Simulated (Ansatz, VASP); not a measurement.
**Two plane-wave programs on W**

```
CELL_PARAMETERS angstrom
-1.59730 1.59730 1.59730
1.59730 -1.59730 1.59730
1.59730 1.59730 -1.59730
ATOMIC_POSITIONS crystal
W 0.00000 0.00000 0.00000
```

Alike in both runs: task relaxation of cell and atoms; functional LDA; k mesh 8 × 8 × 8; occupations gaussian, width 0.1 eV; no spin polarisation.

|  | VASP | Ansatz |
| --- | --- | --- |
| version | VASP 6.6.1 | Ansatz 0.2.0 |
| potentials or method | VASP PAW LDA potentials, release 64 (W_sv), cutoff 500 eV | scalar-relativistic, plane waves, PAW |
| valence electrons in the cell | 14 | 14 |

```csv
,VASP,Ansatz,Ansatz less VASP
"gap on the k mesh at the Fermi level, each at its own relaxed structure (eV)",none,none,-
relaxed volume (Å³/atom),15.55,15.45,-0.098
relaxed cell length with the largest relative difference (Å),2.723,2.718,-0.0057
```

Ansatz warns that its potentials were made for another functional, while VASP's fit it. LDA's correlation is that of Perdew and Zunger in VASP and of Perdew and Wang (1992) in Ansatz. A gap of «none» marks a metal or a gap that the smearing closes.

Neither program's run includes spin-orbit coupling.
